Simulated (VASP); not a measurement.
Runs of VASP 6.6.1 on MoS2. The structure is that of space group R-3m (No. 166), or close to it. The cells are those of the table. 

```tsv
task	level	cell	k mesh	cutoff (eV)	gap on the mesh (eV)	pressure (GPa)	largest force (eV/Å)
relaxation of cell and atoms	PBE+D3(BJ)	relaxed from a = 6.469 Å, angles 34.9°, 3 atoms	8 × 8 × 8	600	none	0.0	-
single point	PBE	a = 6.351 Å, angles 29.1°, 3 atoms	10 × 10 × 10	520	none	(a)	(b)
single point	r2SCAN+rVV10	a = 6.351 Å, angles 29.1°, 3 atoms	8 × 8 × 8	520	none	0.2	0.02
single point	r2SCAN	a = 6.351 Å, angles 29.1°, 3 atoms	10 × 10 × 10	520	none	1.2	0.07
single point	PBE+D3(BJ)	a = 6.209 Å, angles 29.3°, 3 atoms	8 × 8 × 8	520	none	-0.1	0.01
```

Alike in all rows: potentials or basis VASP PAW PBE potentials, release 64 (Mo_sv, S); no spin polarisation; smearing fermi-dirac 0.02 eV.

Question: Fill in the values left out.

Answer: (a) 2.1; (b) 0.15.

Caveats: pairwise dispersion overbinds metals, which lowers pressure and volume (some runs); the PAW data sets were made with another functional, which shifts forces and pressure a little (some runs).

A k mesh can miss the band edges, and the runs leave out spin-orbit coupling on Mo.

A gap of «none» marks levels without a gap at the run's occupations.
